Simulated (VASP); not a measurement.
# LiCl (P3m1) in VASP: single point with PBE

Aim: the single point of LiCl with PBE.

Program: VASP 6.6.1. These are calculated values, not measurements. Logs are shortened: lines on timing, memory, paths and dates and some standing lists are left out, and cuts for length are marked.

## Step 1: The cell of the first run

Symmetry: P3m1, No. 156, trigonal system. Conventional cell: a = 3.868 Å, b = 3.868 Å, c = 6.074 Å, α = 90.00°, β = 90.00°, γ = 120.00°. Li (site symmetry 3m) has 4 Cl at 2.33 to 2.40 Å within 3.1 Å. Within 2.9 Å of Li (site symmetry 3m) lie 4 Cl at 2.21 to 2.37 Å. Within 3.1 Å of Cl (site symmetry 3m) lie 4 Li at 2.37 to 2.40 Å. Cl (site symmetry 3m) has 4 Li at 2.21 to 2.33 Å within 2.9 Å.

## Step 2: Single point, PBE (strained and its atoms moved)

INCAR

```
SYSTEM = LiCl
  PREC = Accurate
  ENCUT = 520
  EDIFF = 1E-6
  ISMEAR = 0
  SIGMA = 0.02
  LREAL = .FALSE.
  LASPH = .TRUE.
  NELM = 60
  ALGO = Normal
  ISIF = 2
  LWAVE = .FALSE.
  LCHARG = .FALSE.
  GGA = PE
  NBANDS = 18
```

KPOINTS

```
Automatic mesh
0
G
  9 9 4
  0 0 0
```

POSCAR

```
LiCl
1.0
    3.8676181769      0.0000000000      0.0000000000
   -1.9338090885      3.3494555934      0.0000000000
    0.0000000000      0.0000000000      6.0736951910
Li Cl
2 2
Direct
    0.6666666700      0.3333333300      0.8900608860
    0.3333333300      0.6666666700      0.3643762410
    0.6666666700      0.3333333300      0.4945659866
    0.3333333300      0.6666666700      1.0009988864
```

Potentials or basis: VASP PAW PBE potentials, release 64 (Li_sv, Cl).

On the command line:

```console
$ cat potpaw_PBE.64/Li_sv/POTCAR potpaw_PBE.64/Cl/POTCAR > POTCAR
$ mpirun -np 1 vasp_std > vasp.out
```

OUTCAR:

```text
SYSTEM = LiCl
   PREC = Accurate
   ENCUT = 520
   EDIFF = 1E-6
   ISMEAR = 0
   LREAL = .FALSE.
   LASPH = .TRUE.
   NELM = 60
   ISIF = 2
   GGA = PE

 ion  position               nearest neighbor table
   1  0.667  0.333  0.890-   4 2.33   4 2.33   4 2.33   3 2.40
   2  0.333  0.667  0.364-   4 2.21   3 2.37   3 2.37   3 2.37
   3  0.667  0.333  0.495-   2 2.37   2 2.37   2 2.37   1 2.40
   4  0.333  0.667  0.001-   2 2.21   1 2.33   1 2.33   1 2.33

  LATTYP: Found a hexagonal cell.
 ALAT       =     3.8676181769
 C/A-ratio  =     1.5703967954

  Lattice vectors:

 A1 = (   3.8676181769,   0.0000000000,   0.0000000000)
 A2 = (  -1.9338090885,   3.3494555934,   0.0000000000)
 A3 = (   0.0000000000,   0.0000000000,   6.0736951910)

Analysis of symmetry for initial positions (statically):
=====================================================================
 Subroutine PRICEL returns:
 Original cell was already a primitive cell.

 Routine SETGRP: Setting up the symmetry group for a
 hexagonal supercell.

 Subroutine GETGRP returns: Found  6 space group operations
 (whereof  6 operations were pure point group operations)
 out of a pool of 24 trial point group operations.

The static configuration has the point symmetry C_3v.

Analysis of symmetry for dynamics (positions and initial velocities):
=====================================================================
 Subroutine PRICEL returns:
 Original cell was already a primitive cell.

 Routine SETGRP: Setting up the symmetry group for a
 hexagonal supercell.

 Subroutine GETGRP returns: Found  6 space group operations
 (whereof  6 operations were pure point group operations)
 out of a pool of 24 trial point group operations.

The dynamic configuration has the point symmetry C_3v.

 Subroutine INISYM returns: Found  6 space group operations
 (whereof  6 operations are pure point group operations),
 and found     1 'primitive' translations

----------------------------------------------------------------------------------------

                                     Primitive cell

  volume of cell :      78.6812

  direct lattice vectors                    reciprocal lattice vectors
     3.867618177  0.000000000  0.000000000     0.258557064  0.149277990  0.000000000
    -1.933809089  3.349455593  0.000000000     0.000000000  0.298555981  0.000000000
     0.000000000  0.000000000  6.073695191     0.000000000  0.000000000  0.164644416

  length of vectors
     3.867618177  3.867618177  6.073695191     0.298555981  0.298555981  0.164644416

  position of ions in fractional coordinates (direct lattice)
     0.666666670  0.333333330  0.890060886
     0.333333330  0.666666670  0.364376241
     0.666666670  0.333333330  0.494565987
     0.333333330  0.666666670  0.000998886

  ion indices of the primitive-cell ions
   primitive index   ion index
                 1           1
                 2           2
                 3           3
                 4           4

----------------------------------------------------------------------------------------

 KPOINTS: Automatic mesh

Automatic generation of k-mesh.
 Grid dimensions read from file:
 generate k-points for:    9    9    4

 Generating k-lattice:

  Cartesian coordinates                     Fractional coordinates (reciprocal lattice)
     0.028728563  0.016586443  0.000000000     0.111111111  0.000000000  0.000000000
     0.000000000  0.033172887  0.000000000     0.000000000  0.111111111  0.000000000
     0.000000000  0.000000000  0.041161104     0.000000000  0.000000000  0.250000000

  Length of vectors
     0.033172887  0.033172887  0.041161104

  Shift w.r.t. Gamma in fractional coordinates (k-lattice)
     0.000000000  0.000000000  0.000000000

 Subroutine IBZKPT returns following result:
 ===========================================

 Found     43 irreducible k-points:

 Following reciprocal coordinates:
            Coordinates               Weight
  0.000000  0.000000  0.000000      1.000000
  0.111111  0.000000  0.000000      6.000000
  0.222222  0.000000  0.000000      6.000000
  0.333333  0.000000  0.000000      6.000000
  0.444444  0.000000  0.000000      6.000000
  0.111111  0.111111  0.000000      6.000000
[... 16 lines left out ...]
  0.222222  0.111111  0.250000     12.000000
 -0.111111  0.333333  0.250000     12.000000
 [... further k-points ...]
   k-points           NKPTS =     43   k-points in BZ     NKDIM =     43   number of bands    NBANDS=     18
   number of dos      NEDOS =    301   number of ions     NIONS =      4
   total plane-waves  NPLWV =  43200
   dimension x,y,z NGX =    30 NGY =   30 NGZ =   48
   dimension x,y,z NGXF=    60 NGYF=   60 NGZF=   96
   ions per type =               2   2
   NGX,Y,Z   is equivalent  to a cutoff of  12.90, 12.90, 13.14 a.u.
   NGXF,Y,Z  is equivalent  to a cutoff of  25.79, 25.79, 26.28 a.u.
 SYSTEM =  LiCl
   PREC   = accura    normal or accurate (medium, high low for compatibility)
   ISTART =      0    job   : 0-new  1-cont  2-samecut
   ICHARG =      2    charge: 1-file 2-atom 10-const
   ISPIN  =      1    spin polarized calculation?
   LNONCOLLINEAR =      F non collinear calculations
   LSORBIT =      F    spin-orbit coupling
   LASPH  =      T    aspherical Exc in radial PAW
   ENCUT  =  520.0 eV  38.22 Ry    6.18 a.u.   7.19  7.19 11.29*2*pi/ulx,y,z
   NELM   =     60;   NELMIN=  2; NELMDL= -5     # of ELM steps
   EDIFF  = 0.1E-05   stopping-criterion for ELM
   LREAL  =      F    real-space projection
   EDIFFG = 0.1E-04   stopping-criterion for IOM
   NSW    =      0    number of steps for IOM
   IBRION =     -1    ionic relax: 0-MD 1-quasi-New 2-CG
   NFREE  =      0    steps in history (QN), initial steepest desc. (CG)
   ISIF   =      2    stress and relaxation
   ISYM   =      2    0-nonsym 1-usesym 2-fastsym
   POTIM  = 0.5000    time-step for ionic-motion
   TEBEG  =    0.0;   TEEND  =   0.0 temperature during run
   PSTRESS=    0.0 pullay stress
   NELECT =      20.0000    total number of electrons
   NUPDOWN=      -1.0000    fix difference up-down
   EMIN   =  10.00;   EMAX   =-10.00  energy-range for DOS
   EFERMI =   0.00;   METHOD = LEGACY
   ISMEAR =     0;   SIGMA  =   0.02  broadening in eV -4-tet -1-fermi 0-gaus
   EFERMI_NEDOS =   21; number of points for ismear=-14 and -15
   IALGO  =     38    algorithm
   IMIX   =      4    mixing-type and parameters
     AMIX     =   0.40;   BMIX     =  1.00
     AMIX_MAG =   1.60;   BMIX_MAG =  1.00
  volume/ion in A,a.u.               =      19.67       132.74
  Fermi-wavevector in a.u.,A,eV,Ry     =   1.037038  1.959717 14.632348  1.075447
  Thomas-Fermi vector in A             =   2.171457
   LORBIT       =      0    0 simple, 1 ext, 2 COOP (PROOUT), +10 PAW based schemes
   GGA     = PE    functional components
   LHFCALC =     F    Hartree Fock is set to
   AEXX    =    0.0000 exact exchange contribution
   IVDW    =     0    specifies the selected vdW correction
   LEPSILON=     F    determine dielectric tensor
   LRPA    =     F    only Hartree local field effects (RPA)
 non-spin polarized calculation
 Gauss-broadening in eV      SIGMA  =   0.02
  energy-cutoff  :      520.00
  volume of cell :       78.68
 maximum number of plane-waves:      2139
 NGX is ok and might be reduce to    30
   NGX = 15   NGY = 15   NGZ = 23

 number of electron      19.9999989 magnetization

 Free energy of the ion-electron system (eV)
  ---------------------------------------------------
  ext. energy  EPLUGINS =         0.00000000
  ---------------------------------------------------
  free energy    TOTEN  =       -14.80828951 eV

  energy without entropy =      -14.80828951  energy(sigma->0) =      -14.80828951

 E-fermi :  -0.6964     XC(G=0):  -7.8708

 val. band max:       -0.8456648398   @ k =   0.0000   0.0000   0.0000
 cond. band min:       5.2858240658   @ k =   0.0000   0.0000   0.0000
 fundamental gap:      6.1314889057
 Fermi energy:        -0.6963569176

 k-point     1 :       0.0000    0.0000    0.0000
  band No.  band energies     occupation
      1     -43.8209      2.00000
      2     -43.5557      2.00000
      3     -13.8333      2.00000
      4     -13.3063      2.00000
      5      -3.1273      2.00000
      6      -1.4341      2.00000
[... 10 lines left out ...]
     17      10.1348      0.00000
     18      10.6486      0.00000

 k-point     2 :       0.1111    0.0000    0.0000
  band No.  band energies     occupation
      1     -43.8207      2.00000
      2     -43.5555      2.00000
      3     -13.8065      2.00000
      4     -13.2915      2.00000
      5      -3.0610      2.00000
      6      -1.6233      2.00000
[... 10 lines left out ...]
     17      10.3761      0.00000
     18      10.6297      0.00000

 k-point     3 :       0.2222    0.0000    0.0000
  band No.  band energies     occupation
      1     -43.8204      2.00000
      2     -43.5552      2.00000
      3     -13.7364      2.00000
      4     -13.2544      2.00000
      5      -2.8803      2.00000
      6      -2.0714      2.00000
[... 10 lines left out ...]
     17      10.5082      0.00000
     18      10.9832      0.00000

 k-point     4 :       0.3333    0.0000    0.0000
  band No.  band energies     occupation
      1     -43.8200      2.00000
      2     -43.5549      2.00000
      3     -13.6521      2.00000
      4     -13.2133      2.00000
      5      -2.7449      2.00000
      6      -2.4121      2.00000
[... 375 lines left out ...]
      4     -13.2958      2.00000
      5      -2.7364      2.00000
      6      -1.9217      2.00000
[... 10 lines left out ...]
     17      10.4682      0.00000
     18      10.7668      0.00000

 k-point    23 :       0.2222    0.1111    0.2500
  band No.  band energies     occupation
      1     -43.8201      2.00000
      2     -43.5550      2.00000
      3     -13.6648      2.00000
      4     -13.2460      2.00000
      5      -2.6841      2.00000
      6      -2.3042      2.00000
[... 10 lines left out ...]
     17      10.8892      0.00000
     18      11.1308      0.00000

 k-point    24 :      -0.1111    0.3333    0.2500
  band No.  band energies     occupation
      1     -43.8201      2.00000
      2     -43.5550      2.00000
      3     -13.6648      2.00000
      4     -13.2461      2.00000
      5      -2.6864      2.00000
      6      -2.3052      2.00000
[... 10 lines left out ...]
     17      10.9200      0.00000
     18      11.2128      0.00000

 [... further k-points ...]

------------------------ aborting loop because EDIFF is reached ----------------------------------------

  FORCE on cell =-STRESS in cart. coord.  units (eV):
  Direction    XX          YY          ZZ          XY          YZ          ZX
  --------------------------------------------------------------------------------------
  -------------------------------------------------------------------------------------
  Total        0.6811039      0.6811039      1.4273371     -0.0000000      0.0000000      0.0000000
  in kB       13.8692551     13.8692551     29.0647330     -0.0000000      0.0000000      0.0000000
  external PRESSURE =      18.9344144 kB  Pullay stress =       0.0000000 kB

 VOLUME and BASIS-vectors are now :
 -----------------------------------------------------------------------------
  energy-cutoff  :      520.00
  volume of cell :       78.68
      direct lattice vectors                 reciprocal lattice vectors
     3.867618177  0.000000000  0.000000000     0.258557064  0.149277990  0.000000000
    -1.933809089  3.349455593  0.000000000     0.000000000  0.298555981  0.000000000
     0.000000000  0.000000000  6.073695191     0.000000000  0.000000000  0.164644416

 POSITION                                       TOTAL-FORCE (eV/Angst)
 -----------------------------------------------------------------------------------
      1.93381      1.11649      5.40596         0.000000     -0.000000     -0.194386
     -0.00000      2.23297      2.21311         0.000000      0.000000      0.517015
      1.93381      1.11649      3.00384        -0.000000     -0.000000      0.050551
     -0.00000      2.23297      0.00607        -0.000000      0.000000     -0.373179
 -----------------------------------------------------------------------------------
    total drift:                                0.000000     -0.000000     -0.000790

  FREE ENERGIE OF THE ION-ELECTRON SYSTEM (eV)
  ---------------------------------------------------
  free  energy   TOTEN  =       -14.8082895085 eV

  energy  without entropy=      -14.8082895085  energy(sigma->0) =      -14.80828951
```

Wall time 79 s (1 thread of Oxide Virtual Turin-like, shared host); peak memory 0.18 GiB.

Results:

```yaml
Free_energy: -14.8083 eV
Largest_force: 0.517 eV/Å
Band_gap_on_the_k_mesh: 6.13 eV, direct
```

Forces in eV/Å, atoms in the order of the input:
```
Li   0.000  0.000 -0.194
Li   0.000  0.000  0.517
Cl   0.000  0.000  0.051
Cl   0.000  0.000 -0.373
```

Caveat: the cell differs from its parent crystal (strained and its atoms moved); the cutoff is under 1.25 times the usual one of these potentials, so pressure, stress and relaxed cells hold a basis-set (Pulay) error. A k mesh can miss the band edges.
